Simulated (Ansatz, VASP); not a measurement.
# One calculation of CdS, two programs

The input INCAR:

```
SYSTEM = CdS
PREC     = Accurate       ! precision mode
ENCUT    = 500            ! plane-wave cutoff, eV
EDIFF    = 1E-6           ! SCF threshold, eV
ISMEAR   = 0              ! smearing method
SIGMA    = 0.1            ! smearing width, eV
LREAL    = .False.        ! projectors in reciprocal space
LASPH    = .True.         ! aspherical terms in the spheres
NELM     = 120            ! most SCF steps
ALGO     = Normal         ! electronic algorithm
ISIF     = 2              ! what is computed and relaxed
LWAVE    = .False.        ! write WAVECAR
LCHARG   = .False.        ! write CHGCAR
GGA      = PE             ! functional
NBANDS   = 16             ! bands
GGA_COMPAT= .False.
```

Contents of KPOINTS:

```
Automatic mesh
0
Gamma
  6 6 6
  0 0 0
```

File POSCAR:

```
CdS
1.0
    0.0000000000      2.9100000000      2.9100000000
    2.9100000000      0.0000000000      2.9100000000
    2.9100000000      2.9100000000      0.0000000000
Cd S
1 1
Direct
    0.0000000000      0.0000000000      0.0000000000
    0.7500000000      0.7500000000      0.7500000000
```

Input for Ansatz:

```yaml
crystal:
  lattice:
    - [0.0, 2.91, 2.91]
    - [2.91, 0.0, 2.91]
    - [2.91, 2.91, 0.0]
  atoms:
    - { symbol: Cd, position: [0.0, 0.0, 0.0] }
    - { symbol: S, position: [0.75, 0.75, 0.75] }
basis:
  ecutwfc: 420
kpoints:
  mp_grid: { grid: [6, 6, 6] }
hamiltonian:
  xc: pbe
scf:
  occupations: { method: gaussian, width: 0.1 }
output:
  forces: true
  stress: true
  eigenvalues: true
```

Alike in both runs: task single point; functional PBE; k mesh 6 × 6 × 6; occupations gaussian, width 0.1 eV; no spin polarisation.

```csv
,VASP,Ansatz
version,VASP 6.6.1,Ansatz 0.2.0
potentials or method,"VASP PAW PBE potentials, release 64 (Cd, S), cutoff 500 eV","scalar-relativistic, plane waves, PAW"
valence electrons in the cell,18,26
```

```tsv
	VASP	Ansatz	Ansatz less VASP
gap on the k mesh at the Fermi level (eV)	1.16	1.16	-0.005
least direct gap on the mesh (eV)	1.16	1.16	-0.005
pressure (GPa)	3.7	3.3	-0.36
```

VASP's potentials hold 18 valence electrons a cell and Ansatz's 26, so a difference there can come from the potentials and not from the codes.
